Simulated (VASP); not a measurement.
# AlCo3 (Pm-3m) in VASP: a series of runs

AlCo3 is run at these levels: LDA; tasks: single point.

Everything below comes from runs of VASP 6.6.1. Logs are shortened: lines on timing, memory, paths and dates and some standing lists are left out, and cuts for length are marked.

## 1. The cell of the first run

Symmetry: Pm-3m, No. 221, cubic system. The conventional cell has a = 3.514 Å, b = 3.514 Å, c = 3.514 Å, α = 90.00°, β = 90.00°, γ = 90.00°. Al (site symmetry m-3m) has 12 Co at 2.49 Å within 3.3 Å. Within 3.3 Å of Co (site symmetry 4/mmm) lie 4 Al at 2.49 Å and 8 Co at 2.49 Å.

## 2. Single point, LDA, collinear spin, ferromagnetic start

INCAR

```
SYSTEM = AlCo3
ALGO = Normal ; EDIFF = 1E-6
ENCUT = 520 ; GGA = CA
ISIF = 2 ; ISMEAR = 1
ISPIN = 2 ; LASPH = .TRUE.
LCHARG = .TRUE. ; LELF = .TRUE.
LMAXMIX = 4 ; LORBIT = 11
LREAL = .FALSE. ; LVHAR = .TRUE.
LWAVE = .FALSE. ; MAGMOM = 0 2.5 2.5 2.5
NBANDS = 27 ; NELM = 150
PREC = Accurate ; SIGMA = 0.15
```

KPOINTS

```
k-points
0
G
  7 7 7
  0 0 0
```

POSCAR

```
AlCo3
1.0
    3.5143459193      0.0000000000      0.0000000000
    0.0000000000      3.5143459193      0.0000000000
    0.0000000000      0.0000000000      3.5143459193
Al Co
1 3
Direct
    0.0000000000      0.0000000000      0.0000000000
    0.5000000000      0.5000000000      0.0000000000
    0.5000000000      0.0000000000      0.5000000000
    0.0000000000      0.5000000000      0.5000000000
```

Potentials or basis: VASP PAW LDA potentials, release 64 (Al, Co).

The run is started by

```bash
$ cat potpaw_LDA.64/Al/POTCAR potpaw_LDA.64/Co/POTCAR > POTCAR
$ mpirun -np 1 vasp_std > vasp.out
```

OUTCAR:

```text
SYSTEM = AlCo3
   EDIFF = 1E-6
   ENCUT = 520
   GGA = CA
   ISIF = 2
   ISMEAR = 1
   ISPIN = 2
   LASPH = .TRUE.
   LORBIT = 11
   LREAL = .FALSE.
   NELM = 150
   PREC = Accurate

 ion  position               nearest neighbor table
   1  0.000  0.000  0.000-   2 2.49   3 2.49   4 2.49   3 2.49   4 2.49   2 2.49   4 2.49   4 2.49
                             2 2.49   3 2.49   3 2.49   2 2.49
   2  0.500  0.500  0.000-   1 2.49   3 2.49   4 2.49   3 2.49   4 2.49   1 2.49   3 2.49   3 2.49
                             1 2.49   4 2.49   4 2.49   1 2.49
   3  0.500  0.000  0.500-   1 2.49   2 2.49   4 2.49   1 2.49   2 2.49   2 2.49   4 2.49   2 2.49
                             1 2.49   4 2.49   1 2.49   4 2.49
   4  0.000  0.500  0.500-   1 2.49   2 2.49   3 2.49   1 2.49   2 2.49   1 2.49   3 2.49   1 2.49
                             2 2.49   3 2.49   2 2.49   3 2.49

  LATTYP: Found a simple cubic cell.
 ALAT       =     3.5143459193

  Lattice vectors:

 A1 = (   3.5143459193,   0.0000000000,   0.0000000000)
 A2 = (   0.0000000000,   3.5143459193,   0.0000000000)
 A3 = (   0.0000000000,   0.0000000000,   3.5143459193)

Analysis of symmetry for initial positions (statically):
=====================================================================
 Subroutine PRICEL returns:
 Original cell was already a primitive cell.

 Routine SETGRP: Setting up the symmetry group for a
 simple cubic supercell.

 Subroutine GETGRP returns: Found 48 space group operations
 (whereof 48 operations were pure point group operations)
 out of a pool of 48 trial point group operations.

The static configuration has the point symmetry O_h .

Analysis of symmetry for dynamics (positions and initial velocities):
=====================================================================
 Subroutine PRICEL returns:
 Original cell was already a primitive cell.

 Routine SETGRP: Setting up the symmetry group for a
 simple cubic supercell.

 Subroutine GETGRP returns: Found 48 space group operations
 (whereof 48 operations were pure point group operations)
 out of a pool of 48 trial point group operations.

The dynamic configuration has the point symmetry O_h .

Analysis of structural, dynamic, and magnetic symmetry:
=====================================================================
 Subroutine PRICEL returns:
 Original cell was already a primitive cell.

 Routine SETGRP: Setting up the symmetry group for a
 simple cubic supercell.

 Subroutine GETGRP returns: Found 48 space group operations
 (whereof 48 operations were pure point group operations)
 out of a pool of 48 trial point group operations.

The overall configuration has the point symmetry O_h .

 Subroutine INISYM returns: Found 48 space group operations
 (whereof 48 operations are pure point group operations),
 and found     1 'primitive' translations

----------------------------------------------------------------------------------------

                                     Primitive cell

  volume of cell :      43.4044

  direct lattice vectors                    reciprocal lattice vectors
     3.514345919  0.000000000  0.000000000     0.284547971  0.000000000  0.000000000
     0.000000000  3.514345919  0.000000000     0.000000000  0.284547971  0.000000000
     0.000000000  0.000000000  3.514345919     0.000000000  0.000000000  0.284547971

  length of vectors
     3.514345919  3.514345919  3.514345919     0.284547971  0.284547971  0.284547971

  position of ions in fractional coordinates (direct lattice)
     0.000000000  0.000000000  0.000000000
     0.500000000  0.500000000  0.000000000
     0.500000000  0.000000000  0.500000000
     0.000000000  0.500000000  0.500000000

  ion indices of the primitive-cell ions
   primitive index   ion index
                 1           1
                 2           2
                 3           3
                 4           4

----------------------------------------------------------------------------------------

 KPOINTS: k-points

Automatic generation of k-mesh.
 Grid dimensions read from file:
 generate k-points for:    7    7    7

 Generating k-lattice:

  Cartesian coordinates                     Fractional coordinates (reciprocal lattice)
     0.040649710  0.000000000  0.000000000     0.142857143  0.000000000  0.000000000
     0.000000000  0.040649710  0.000000000     0.000000000  0.142857143  0.000000000
     0.000000000  0.000000000  0.040649710     0.000000000  0.000000000  0.142857143

  Length of vectors
     0.040649710  0.040649710  0.040649710

  Shift w.r.t. Gamma in fractional coordinates (k-lattice)
     0.000000000  0.000000000  0.000000000

 Subroutine IBZKPT returns following result:
 ===========================================

 Found     20 irreducible k-points:

 Following reciprocal coordinates:
            Coordinates               Weight
  0.000000  0.000000  0.000000      1.000000
  0.142857  0.000000  0.000000      6.000000
  0.285714  0.000000  0.000000      6.000000
  0.428571  0.000000  0.000000      6.000000
  0.142857  0.142857  0.000000     12.000000
  0.285714  0.142857  0.000000     24.000000
[... 12 lines left out ...]
  0.428571  0.428571  0.285714     24.000000
  0.428571  0.428571  0.428571      8.000000
   k-points           NKPTS =     20   k-points in BZ     NKDIM =     20   number of bands    NBANDS=     27
   number of dos      NEDOS =    301   number of ions     NIONS =      4
   total plane-waves  NPLWV =  21952
   dimension x,y,z NGX =    28 NGY =   28 NGZ =   28
   dimension x,y,z NGXF=    56 NGYF=   56 NGZF=   56
   ions per type =               1   3
   NGX,Y,Z   is equivalent  to a cutoff of  13.25, 13.25, 13.25 a.u.
   NGXF,Y,Z  is equivalent  to a cutoff of  26.49, 26.49, 26.49 a.u.
 SYSTEM =  AlCo3
   PREC   = accura    normal or accurate (medium, high low for compatibility)
   ISTART =      0    job   : 0-new  1-cont  2-samecut
   ICHARG =      2    charge: 1-file 2-atom 10-const
   ISPIN  =      2    spin polarized calculation?
   LNONCOLLINEAR =      F non collinear calculations
   LSORBIT =      F    spin-orbit coupling
   LASPH  =      T    aspherical Exc in radial PAW
   ENCUT  =  520.0 eV  38.22 Ry    6.18 a.u.   6.53  6.53  6.53*2*pi/ulx,y,z
   NELM   =    150;   NELMIN=  2; NELMDL= -5     # of ELM steps
   EDIFF  = 0.1E-05   stopping-criterion for ELM
   LREAL  =      F    real-space projection
   EDIFFG = 0.1E-04   stopping-criterion for IOM
   NSW    =      0    number of steps for IOM
   IBRION =     -1    ionic relax: 0-MD 1-quasi-New 2-CG
   NFREE  =      0    steps in history (QN), initial steepest desc. (CG)
   ISIF   =      2    stress and relaxation
   ISYM   =      2    0-nonsym 1-usesym 2-fastsym
   POTIM  = 0.5000    time-step for ionic-motion
   TEBEG  =    0.0;   TEEND  =   0.0 temperature during run
   PSTRESS=    0.0 pullay stress
   NELECT =      30.0000    total number of electrons
   NUPDOWN=      -1.0000    fix difference up-down
   EMIN   =  10.00;   EMAX   =-10.00  energy-range for DOS
   EFERMI =   0.00;   METHOD = LEGACY
   ISMEAR =     1;   SIGMA  =   0.15  broadening in eV -4-tet -1-fermi 0-gaus
   EFERMI_NEDOS =   21; number of points for ismear=-14 and -15
   IALGO  =     38    algorithm
   IMIX   =      4    mixing-type and parameters
     AMIX     =   0.40;   BMIX     =  1.00
     AMIX_MAG =   1.60;   BMIX_MAG =  1.00
  volume/ion in A,a.u.               =      10.85        73.23
  Fermi-wavevector in a.u.,A,eV,Ry     =   1.447452  2.735287 28.505789  2.095116
  Thomas-Fermi vector in A             =   2.565405
   LORBIT       =     11    0 simple, 1 ext, 2 COOP (PROOUT), +10 PAW based schemes
   GGA     = CA    functional components
   LHFCALC =     F    Hartree Fock is set to
   AEXX    =    0.0000 exact exchange contribution
   IVDW    =     0    specifies the selected vdW correction
   LEPSILON=     F    determine dielectric tensor
   LRPA    =     F    only Hartree local field effects (RPA)
 spin polarized calculation
 Methfessel and Paxton  Order N= 1 SIGMA  =   0.15
  energy-cutoff  :      520.00
  volume of cell :       43.40
 maximum number of plane-waves:      1189
 NGX is ok and might be reduce to    28
   NGX = 13   NGY = 13   NGZ = 13

 number of electron      29.9999973 magnetization       1.6881961

 Free energy of the ion-electron system (eV)
  ---------------------------------------------------
  ext. energy  EPLUGINS =         0.00000000
  ---------------------------------------------------
  free energy    TOTEN  =       -29.42652796 eV

  energy without entropy =      -29.43616478  energy(sigma->0) =      -29.42974024

 E-fermi :  10.2600     XC(G=0): -13.2840

 val. band max:       10.2558018229   @ k =   0.2857   0.2857   0.1429
 cond. band min:      10.2789678021   @ k =   0.2857   0.2857   0.0000
 fundamental gap:      0.0231659792
 Fermi energy:        10.2600311018

 spin component 1

 k-point     1 :       0.0000    0.0000    0.0000
  band No.  band energies     occupation
      1       0.2415      1.00000
      2       5.4899      1.00000
      3       6.4779      1.00000
      4       6.4779      1.00000
      5       6.8520      1.00000
      6       6.8520      1.00000
[... 19 lines left out ...]
     26      24.9270      0.00000
     27      24.9270      0.00000

 k-point     2 :       0.1429    0.0000    0.0000
  band No.  band energies     occupation
      1       0.4994      1.00000
      2       5.5837      1.00000
      3       6.3298      1.00000
      4       6.6535      1.00000
      5       6.9048      1.00000
      6       6.9048      1.00000
[... 529 lines left out ...]
     26      27.2559      0.00000
     27      27.9808      0.00000

 k-point    20 :       0.4286    0.4286    0.4286
  band No.  band energies     occupation
      1       4.3819      1.00000
      2       5.9277      1.00000
      3       6.2671      1.00000
      4       6.2671      1.00000
      5       7.9405      1.00000
      6       8.0213      1.00000
[... 19 lines left out ...]
     26      29.4214      0.00000
     27      30.5151      0.00000
 Fermi energy:        10.2600311018

 spin component 2

 k-point     1 :       0.0000    0.0000    0.0000
  band No.  band energies     occupation
      1       0.3076      1.00000
      2       5.9279      1.00000
      3       6.8266      1.00000
      4       6.8266      1.00000
      5       7.2309      1.00000
      6       7.2309      1.00000
[... 19 lines left out ...]
     26      25.0476      0.00000
     27      25.0476      0.00000

 k-point     2 :       0.1429    0.0000    0.0000
  band No.  band energies     occupation
      1       0.5655      1.00000
      2       6.0063      1.00000
      3       6.6522      1.00000
      4       7.0071      1.00000
      5       7.2786      1.00000
      6       7.2786      1.00000
[... 532 lines left out ...]
 k-point    20 :       0.4286    0.4286    0.4286
  band No.  band energies     occupation
      1       4.5530      1.00000
      2       6.1685      1.00000
      3       6.5476      1.00000
      4       6.5476      1.00000
      5       8.1951      1.00000
      6       8.2133      1.00000
[... 19 lines left out ...]
     26      29.5237      0.00000
     27      30.5622      0.00000

------------------------ aborting loop because EDIFF is reached ----------------------------------------

  FORCE on cell =-STRESS in cart. coord.  units (eV):
  Direction    XX          YY          ZZ          XY          YZ          ZX
  --------------------------------------------------------------------------------------
  -------------------------------------------------------------------------------------
  Total       -2.7399062     -2.7399062     -2.7399062      0.0000000     -0.0000000      0.0000000
  in kB     -101.1376246   -101.1376246   -101.1376246      0.0000000     -0.0000000      0.0000000
  external PRESSURE =    -101.1376246 kB  Pullay stress =       0.0000000 kB

 VOLUME and BASIS-vectors are now :
 -----------------------------------------------------------------------------
  energy-cutoff  :      520.00
  volume of cell :       43.40
      direct lattice vectors                 reciprocal lattice vectors
     3.514345919  0.000000000  0.000000000     0.284547971  0.000000000  0.000000000
     0.000000000  3.514345919  0.000000000     0.000000000  0.284547971  0.000000000
     0.000000000  0.000000000  3.514345919     0.000000000  0.000000000  0.284547971

 POSITION                                       TOTAL-FORCE (eV/Angst)
 -----------------------------------------------------------------------------------
      0.00000      0.00000      0.00000         0.000000      0.000000      0.000000
      1.75717      1.75717      0.00000         0.000000      0.000000      0.000000
      1.75717      0.00000      1.75717         0.000000      0.000000      0.000000
      0.00000      1.75717      1.75717         0.000000      0.000000      0.000000
 -----------------------------------------------------------------------------------
    total drift:                                0.000000      0.000000      0.000000

  FREE ENERGIE OF THE ION-ELECTRON SYSTEM (eV)
  ---------------------------------------------------
  free  energy   TOTEN  =       -29.4265279629 eV

  energy  without entropy=      -29.4361647826  energy(sigma->0) =      -29.42974024

 total charge

# of ion       s       p       d       tot
------------------------------------------
    1        0.414   0.437   0.000   0.851
    2        0.493   0.536   7.388   8.417
    3        0.493   0.536   7.388   8.417
    4        0.493   0.536   7.388   8.417
--------------------------------------------------
tot          1.893   2.046  22.163  26.102

 magnetization (x)

# of ion       s       p       d       tot
------------------------------------------
    1        0.002  -0.012   0.000  -0.011
    2        0.000   0.011   0.549   0.560
    3        0.000   0.011   0.549   0.560
    4        0.000   0.011   0.549   0.560
--------------------------------------------------
tot          0.003   0.020   1.646   1.669
```

It took 52 s on 1 thread of Intel Xeon Platinum 8375C at 2.90GHz (Ice Lake), shared host; peak memory 0.16 GiB.

Results:

```yaml
Free_energy: -29.4265 eV
Pressure: -10.1 GPa
Net_moment: 1.69 μB per cell
Site_moments: Al -0.01; Co +0.56 μB
Valence_electrons_inside_the_program's_atomic_spheres: Al 0.85; Co 8.42
```

Caveat: the cell stands under tension.

(Continued in part 2 of 2.)
